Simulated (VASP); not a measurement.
# BaTiO3 (Amm2) in VASP: notebook

The runs below take BaTiO3 through single point, with PBE+U.

Everything below comes from runs of VASP 6.6.1. Logs are shortened: lines on timing, memory, paths and dates and some standing lists are left out, and cuts for length are marked.

## 1. The cell of the first run

The structure is orthorhombic, space group Amm2 (No. 38). Conventional cell: a = 4.008 Å, b = 5.747 Å, c = 5.772 Å, α = 90.00°, β = 90.00°, γ = 90.00°. Ba (site symmetry mm2) has 12 O at 2.82 to 2.94 Å and 8 Ti at 3.34 to 3.69 Å within 3.7 Å. Ti (site symmetry mm2) has 6 O at 1.89 to 2.19 Å within 2.5 Å. O (site symmetry mm2) has 2 Ti at 2.01 Å within 2.7 Å. O (site symmetry m) has 2 Ti at 1.89 to 2.19 Å within 2.5 Å.

## 2. Single point, PBE+U (all Ba atoms moved -0.150 Å, as atom 1 along Cartesian [0 0 1])

The input, INCAR:

```
ALGO = Normal ; EDIFF = 1E-7
ENCUT = 520 ; GGA = PE
ISIF = 2 ; ISMEAR = 0
LASPH = T ; LCHARG = F
LDAU = T ; LDAUJ = 0 0 0
LDAUL = -1 2 -1 ; LDAUPRINT = 1
LDAUTYPE = 2 ; LDAUU = 0 4 0
LMAXMIX = 4 ; LREAL = F
LWAVE = F ; NBANDS = 28
NELM = 150 ; PREC = Accurate
SIGMA = 0.05
```

The input, KPOINTS:

```
k-points
0
Gamma
  6 6 6
```

The input, POSCAR:

```
BaTiO3
1.0
    4.0082194746      0.0000000000      0.0000000000
    0.0000000000      2.8732814721      2.8859183788
    0.0000000000     -2.8732814721      2.8859183788
Ba Ti O
1 1 3
Direct
    0.0000000000     -0.0179110765     -0.0179110765
    0.5000000000      0.5197092871      0.5197092871
    0.0000000000      0.4916268390      0.4916268390
    0.5000000000      0.4938075372      0.9829991522
    0.5000000000      0.9829991522      0.4938075372
```

Potentials or basis: VASP PAW PBE potentials, release 64 (Ba_sv, Ti_sv, O).

Run with:

```
> cat potpaw_PBE.64/Ba_sv/POTCAR potpaw_PBE.64/Ti_sv/POTCAR potpaw_PBE.64/O/POTCAR > POTCAR
> mpirun -np 1 vasp_std > vasp.out
```

OUTCAR:

```text
EDIFF = 1E-7
   ENCUT = 520
   GGA = PE
   ISIF = 2
   ISMEAR = 0
   LASPH = T
   LREAL = F
   NELM = 150
   PREC = Accurate

 ion  position               nearest neighbor table
   1  0.000  0.982  0.982-   4 2.82   5 2.82   4 2.82   5 2.82   3 2.83   3 2.87   3 2.87   4 2.89
                             5 2.89   5 2.89   4 2.89   3 2.94   2 3.34   2 3.34   2 3.51   2 3.51
   2  0.500  0.520  0.520-   4 1.89   5 1.89   3 2.01   3 2.01   5 2.19   4 2.19   1 3.34   1 3.34
                             1 3.51   1 3.51   1 3.51   1 3.51   1 3.69   1 3.69
   3  0.000  0.492  0.492-   2 2.01   2 2.01   1 2.83   1 2.87   1 2.87   1 2.94
   4  0.500  0.494  0.983-   2 1.89   2 2.19   1 2.82   1 2.82   1 2.89   1 2.89
   5  0.500  0.983  0.494-   2 1.89   2 2.19   1 2.82   1 2.82   1 2.89   1 2.89

  LATTYP: Found a base centered orthorhombic cell.
 ALAT       =     5.7465629442
 B/A-ratio  =     1.0043980748
 C/A-ratio  =     0.6974985767

  Lattice vectors:

 A1 = (   0.0000000000,   2.8732814721,  -2.8859183788)
 A2 = (   0.0000000000,   2.8732814721,   2.8859183788)
 A3 = (   4.0082194746,   0.0000000000,   0.0000000000)

Analysis of symmetry for initial positions (statically):
=====================================================================
 Subroutine PRICEL returns:
 Original cell was already a primitive cell.

 Routine SETGRP: Setting up the symmetry group for a
 base centered orthorhombic supercell.

 Subroutine GETGRP returns: Found  4 space group operations
 (whereof  4 operations were pure point group operations)
 out of a pool of  8 trial point group operations.

The static configuration has the point symmetry C_2v.

Analysis of symmetry for dynamics (positions and initial velocities):
=====================================================================
 Subroutine PRICEL returns:
 Original cell was already a primitive cell.

 Routine SETGRP: Setting up the symmetry group for a
 base centered orthorhombic supercell.

 Subroutine GETGRP returns: Found  4 space group operations
 (whereof  4 operations were pure point group operations)
 out of a pool of  8 trial point group operations.

The dynamic configuration has the point symmetry C_2v.

 Subroutine INISYM returns: Found  4 space group operations
 (whereof  4 operations are pure point group operations),
 and found     1 'primitive' translations

----------------------------------------------------------------------------------------

                                     Primitive cell

  volume of cell :      66.4728

  direct lattice vectors                    reciprocal lattice vectors
     4.008219475  0.000000000  0.000000000     0.249487336  0.000000000  0.000000000
     0.000000000  2.873281472  2.885918379     0.000000000  0.174017062  0.173255073
     0.000000000 -2.873281472  2.885918379     0.000000000 -0.174017062  0.173255073

  length of vectors
     4.008219475  4.072379072  4.072379072     0.249487336  0.245559073  0.245559073

  position of ions in fractional coordinates (direct lattice)
     0.000000000  0.982088924  0.982088924
     0.500000000  0.519709287  0.519709287
     0.000000000  0.491626839  0.491626839
     0.500000000  0.493807537  0.982999152
     0.500000000  0.982999152  0.493807537

  ion indices of the primitive-cell ions
   primitive index   ion index
                 1           1
                 2           2
                 3           3
                 4           4
                 5           5

----------------------------------------------------------------------------------------
[... 53 lines left out ...]
   number of dos      NEDOS =    301   number of ions     NIONS =      5
   total plane-waves  NPLWV =  27000
   dimension x,y,z NGX =    30 NGY =   30 NGZ =   30
   dimension x,y,z NGXF=    60 NGYF=   60 NGZF=   60
   ions per type =               1   1   3
   NGX,Y,Z   is equivalent  to a cutoff of  12.44, 12.25, 12.25 a.u.
   NGXF,Y,Z  is equivalent  to a cutoff of  24.89, 24.49, 24.49 a.u.
 SYSTEM =  unknown system
   PREC   = accura    normal or accurate (medium, high low for compatibility)
   ISTART =      0    job   : 0-new  1-cont  2-samecut
   ICHARG =      2    charge: 1-file 2-atom 10-const
   ISPIN  =      1    spin polarized calculation?
   LNONCOLLINEAR =      F non collinear calculations
   LSORBIT =      F    spin-orbit coupling
   LASPH  =      T    aspherical Exc in radial PAW
   ENCUT  =  520.0 eV  38.22 Ry    6.18 a.u.   7.45  7.57  7.57*2*pi/ulx,y,z
   NELM   =    150;   NELMIN=  2; NELMDL= -5     # of ELM steps
   EDIFF  = 0.1E-06   stopping-criterion for ELM
   LREAL  =      F    real-space projection
   EDIFFG = 0.1E-05   stopping-criterion for IOM
   NSW    =      0    number of steps for IOM
   IBRION =     -1    ionic relax: 0-MD 1-quasi-New 2-CG
   NFREE  =      0    steps in history (QN), initial steepest desc. (CG)
   ISIF   =      2    stress and relaxation
   ISYM   =      2    0-nonsym 1-usesym 2-fastsym
   POTIM  = 0.5000    time-step for ionic-motion
   TEBEG  =    0.0;   TEEND  =   0.0 temperature during run
   PSTRESS=    0.0 pullay stress
   NELECT =      40.0000    total number of electrons
   NUPDOWN=      -1.0000    fix difference up-down
   EMIN   =  10.00;   EMAX   =-10.00  energy-range for DOS
   EFERMI =   0.00;   METHOD = LEGACY
   ISMEAR =     0;   SIGMA  =   0.05  broadening in eV -4-tet -1-fermi 0-gaus
   EFERMI_NEDOS =   21; number of points for ismear=-14 and -15
   IALGO  =     38    algorithm
   IMIX   =      4    mixing-type and parameters
     AMIX     =   0.40;   BMIX     =  1.00
     AMIX_MAG =   1.60;   BMIX_MAG =  1.00
  volume/ion in A,a.u.               =      13.29        89.72
  Fermi-wavevector in a.u.,A,eV,Ry     =   1.382124  2.611835 25.990747  1.910266
  Thomas-Fermi vector in A             =   2.506844
   LORBIT       =      0    0 simple, 1 ext, 2 COOP (PROOUT), +10 PAW based schemes
 LDA+U is selected, type is set to LDAUTYPE =  2
   angular momentum for each species LDAUL =    -1    2   -1
   U (eV)           for each species LDAUU =   0.0  4.0  0.0
   J (eV)           for each species LDAUJ =   0.0  0.0  0.0
   GGA     = PE    functional components
   LHFCALC =     F    Hartree Fock is set to
   AEXX    =    0.0000 exact exchange contribution
   IVDW    =     0    specifies the selected vdW correction
   LEPSILON=     F    determine dielectric tensor
   LRPA    =     F    only Hartree local field effects (RPA)
 non-spin polarized calculation
 Gauss-broadening in eV      SIGMA  =   0.05
  energy-cutoff  :      520.00
  volume of cell :       66.47
 maximum number of plane-waves:      1811
 NGX is ok and might be reduce to    30
   NGX = 15   NGY = 15   NGZ = 15

atom =   2  type =  2  l = 2

 onsite density matrix

spin component  1

  0.1077  0.0000  0.0000  0.0000  0.0000
  0.0000  0.2430  0.0000  0.0000  0.0000
  0.0000  0.0000  0.1367  0.0000 -0.0485
  0.0000  0.0000  0.0000  0.1080  0.0000
  0.0000  0.0000 -0.0485  0.0000  0.2117

spin component  2

  0.1077  0.0000  0.0000  0.0000  0.0000
  0.0000  0.2430  0.0000  0.0000  0.0000
  0.0000  0.0000  0.1367  0.0000 -0.0485
  0.0000  0.0000  0.0000  0.1080  0.0000
  0.0000  0.0000 -0.0485  0.0000  0.2117

 occupancies and eigenvectors

  o =  0.1077  v =  1.0000  0.0000  0.0000  0.0000  0.0000  0.0000  0.0000  0.0000  0.0000  0.0000      0.0000  0.0000  0.0000  0.0000  0.0000  0.0000  0.0000  0.0000  0.0000  0.0000
  o =  0.1077  v =  0.0000  0.0000  0.0000  0.0000  0.0000  1.0000  0.0000  0.0000  0.0000  0.0000      0.0000  0.0000  0.0000  0.0000  0.0000  0.0000  0.0000  0.0000  0.0000  0.0000
  o =  0.1080  v =  0.0000  0.0000  0.0000  1.0000  0.0000  0.0000  0.0000  0.0000  0.0000  0.0000      0.0000  0.0000  0.0000  0.0000  0.0000  0.0000  0.0000  0.0000  0.0000  0.0000
  o =  0.1080  v =  0.0000  0.0000  0.0000  0.0000  0.0000  0.0000  0.0000  0.0000  1.0000  0.0000      0.0000  0.0000  0.0000  0.0000  0.0000  0.0000  0.0000  0.0000  0.0000  0.0000
  o =  0.1129  v =  0.0000  0.0000  0.0000  0.0000  0.0000  0.0000  0.0000 -0.8976  0.0000 -0.4407      0.0000  0.0000  0.0000  0.0000  0.0000  0.0000  0.0000  0.0000  0.0000  0.0000
  o =  0.1129  v =  0.0000  0.0000 -0.8976  0.0000 -0.4407  0.0000  0.0000  0.0000  0.0000  0.0000      0.0000  0.0000  0.0000  0.0000  0.0000  0.0000  0.0000  0.0000  0.0000  0.0000
  o =  0.2355  v =  0.0000  0.0000  0.0000  0.0000  0.0000  0.0000  0.0000 -0.4407  0.0000  0.8976      0.0000  0.0000  0.0000  0.0000  0.0000  0.0000  0.0000  0.0000  0.0000  0.0000
  o =  0.2355  v =  0.0000  0.0000 -0.4407  0.0000  0.8976  0.0000  0.0000  0.0000  0.0000  0.0000      0.0000  0.0000  0.0000  0.0000  0.0000  0.0000  0.0000  0.0000  0.0000  0.0000
  o =  0.2430  v =  0.0000  0.0000  0.0000  0.0000  0.0000  0.0000  1.0000  0.0000  0.0000  0.0000      0.0000  0.0000  0.0000  0.0000  0.0000  0.0000  0.0000  0.0000  0.0000  0.0000
  o =  0.2430  v =  0.0000  1.0000  0.0000  0.0000  0.0000  0.0000  0.0000  0.0000  0.0000  0.0000      0.0000  0.0000  0.0000  0.0000  0.0000  0.0000  0.0000  0.0000  0.0000  0.0000

 number of electron      39.9999993 magnetization

 Free energy of the ion-electron system (eV)
  ---------------------------------------------------
  ext. energy  EPLUGINS =         0.00000000
  ---------------------------------------------------
  free energy    TOTEN  =       -37.24955646 eV

  energy without entropy =      -37.24955646  energy(sigma->0) =      -37.24955646

 E-fermi :   3.9212     XC(G=0): -11.0612

 val. band max:        3.6900264178   @ k =   0.5000   0.5000   0.5000
 cond. band min:       6.1651462037   @ k =   0.0000   0.0000   0.0000
 fundamental gap:      2.4751197858
 Fermi energy:         3.9211918487

 k-point     1 :       0.0000    0.0000    0.0000
  band No.  band energies     occupation
      1     -53.9439      2.00000
      2     -30.1405      2.00000
      3     -30.1273      2.00000
      4     -30.0956      2.00000
      5     -21.2615      2.00000
      6     -13.1742      2.00000
[... 733 lines left out ...]
     27      11.6890      0.00000
     28      12.0383      0.00000

 [... further k-points ...]
[... 5 lines left out ...]
  --------------------------------------------------------------------------------------
  -------------------------------------------------------------------------------------
  Total        1.5546560      1.4549638      1.6013909      0.0000000      0.0000000      0.0000000
  in kB       37.4715083     35.0686523     38.5979483      0.0000000      0.0000000      0.0000000
  external PRESSURE =      37.0460363 kB  Pullay stress =       0.0000000 kB

 VOLUME and BASIS-vectors are now :
 -----------------------------------------------------------------------------
  energy-cutoff  :      520.00
  volume of cell :       66.47
      direct lattice vectors                 reciprocal lattice vectors
     4.008219475  0.000000000  0.000000000     0.249487336  0.000000000  0.000000000
     0.000000000  2.873281472  2.885918379     0.000000000  0.174017062  0.173255073
     0.000000000 -2.873281472  2.885918379     0.000000000 -0.174017062  0.173255073

 POSITION                                       TOTAL-FORCE (eV/Angst)
 -----------------------------------------------------------------------------------
      0.00000      0.00000      5.66846         0.000000     -0.000000      0.827957
      2.00411      0.00000      2.99968         0.000000     -0.000000     -1.121030
      0.00000      0.00000      2.83759         0.000000     -0.000000     -0.058852
      2.00411     -1.40559      4.26194         0.000000     -0.279197      0.175962
      2.00411      1.40559      4.26194         0.000000      0.279197      0.175962
 -----------------------------------------------------------------------------------
    total drift:                                0.000000      0.000001     -0.000434

  FREE ENERGIE OF THE ION-ELECTRON SYSTEM (eV)
  ---------------------------------------------------
  free  energy   TOTEN  =       -37.2495564622 eV

  energy  without entropy=      -37.2495564622  energy(sigma->0) =      -37.24955646
```

It took 60 s on 1 thread of AMD EPYC 9R45 (Zen 5), shared host; peak memory 0.2 GiB.

What came out:

```yaml
Free_energy: -37.2496 eV
Pressure: 3.7 GPa
Largest_force: 1.121 eV/Å
Band_gap_on_the_k_mesh: 2.48 eV (least direct gap 2.91 eV)
```

Forces in eV/Å, atoms in the order of the input:
```
Ba   0.000  0.000  0.828
Ti   0.000  0.000 -1.121
O    0.000  0.000 -0.059
O    0.000 -0.279  0.176
O    0.000  0.279  0.176
```

Eigenvalues of the final occupation matrices:
```
    site  spin  trace               eigenvalues
site 2 d     1   0.81  0.11 0.11 0.11 0.24 0.24
site 2 d     2   0.81  0.11 0.11 0.11 0.24 0.24
```

Caveat: the cell differs from its parent crystal (all Ba atoms moved -0.150 Å, as atom 1 along Cartesian [0 0 1]); the cell stands under pressure; spin-orbit coupling is left out, which moves the levels of the heavy elements; forces of over 1 eV/Å act on the atoms, so gaps and moduli don't describe the material at rest. A k mesh can miss the band edges.

## 3. Single point, PBE+U (all Ba atoms moved +0.075 Å, as atom 1 along Cartesian [0 0 1])

The input, INCAR:

```
SYSTEM = BaTiO3
PREC = Accurate
ENCUT = 520
EDIFF = 1E-6
ISMEAR = 0
SIGMA = 0.05
LREAL = .False.
LASPH = .True.
NELM = 150
ALGO = Normal
ISIF = 2
LWAVE = .False.
LCHARG = .False.
LMAXMIX = 4
LDAU = .True.
LDAUTYPE = 2
LDAUL = -1 2 -1
LDAUU = 0 4 0
LDAUJ = 0 0 0
LDAUPRINT = 1
GGA = PE
NBANDS = 28
```

The input, KPOINTS:

```
Automatic mesh
0
Gamma
  6 6 6
  0 0 0
```

POSCAR, as its differences from that of step 2:

```diff
@@ -8,3 +8,3 @@
 Direct
-    0.0000000000     -0.0179110765     -0.0179110765
+    0.0000000000      0.0210713150      0.0210713150
     0.5000000000      0.5197092871      0.5197092871
```

Potentials or basis: VASP PAW PBE potentials, release 64 (Ba_sv, Ti_sv, O).

Run with:

```
> cat potpaw_PBE.64/Ba_sv/POTCAR potpaw_PBE.64/Ti_sv/POTCAR potpaw_PBE.64/O/POTCAR > POTCAR
> mpirun -np 1 vasp_std > vasp.out
```

Run time: 53 s. Hardware: 1 thread of AMD EPYC 9R45 (Zen 5), shared host; peak memory 0.21 GiB.

Results (log left out):

- Free energy: -37.2878 eV
- Pressure: 3.8 GPa
- Largest force: 0.503 eV/Å
- Band gap on the k mesh: 2.51 eV (least direct gap 2.94 eV)

Forces on the atoms (eV/Å):
```
Ba   0.000  0.000 -0.503
Ti   0.000  0.000 -0.320
O    0.000  0.000  0.075
O    0.000 -0.314  0.374
O    0.000  0.314  0.374
```

Stress tensor (GPa, compression positive):
```
3.57 0.00 0.00
0.00 3.91 0.00
0.00 0.00 4.05
```

Levels at points of the mesh, in eV from the valence-band top:
```csv
k point,band 16,band 17,band 18,band 19,band 20,band 21,band 22,band 23,band 24,band 25
"(0.00, 0.00, 0.00)",-1.24,-1.08,-0.47,-0.46,-0.43,2.51,2.64,2.70,4.12,4.13
"(0.50, 0.00, 0.00)",-1.92,-1.72,-1.49,-1.09,-1.04,2.80,3.91,4.06,4.08,5.60
"(0.00, 0.50, 0.00)",-1.85,-1.76,-1.63,-0.92,-0.82,2.70,3.96,3.96,4.10,5.74
"(0.50, 0.50, 0.00)",-2.53,-1.85,-0.92,-0.90,-0.08,3.99,4.02,4.38,4.56,7.39
"(0.00, 0.50, 0.50)",-2.53,-1.80,-0.94,-0.90,-0.19,3.97,4.01,4.30,4.82,7.27
"(0.50, 0.50, 0.50)",-2.33,-2.31,-0.14,-0.05,0.00,4.52,4.52,4.63,6.34,6.47
```

Eigenvalues of the final occupation matrices:
| site | spin | trace | eigenvalues |
| --- | --- | --- | --- |
| site 2 d | 1 | 0.81 | 0.11 0.11 0.11 0.23 0.24 |
| site 2 d | 2 | 0.81 | 0.11 0.11 0.11 0.23 0.24 |

Caveat: the cell differs from its parent crystal (all Ba atoms moved +0.075 Å, as atom 1 along Cartesian [0 0 1]); the cell stands under pressure; spin-orbit coupling is left out, which moves the levels of the heavy elements. A k mesh can miss the band edges.

(Continued in part 2 of 2.)
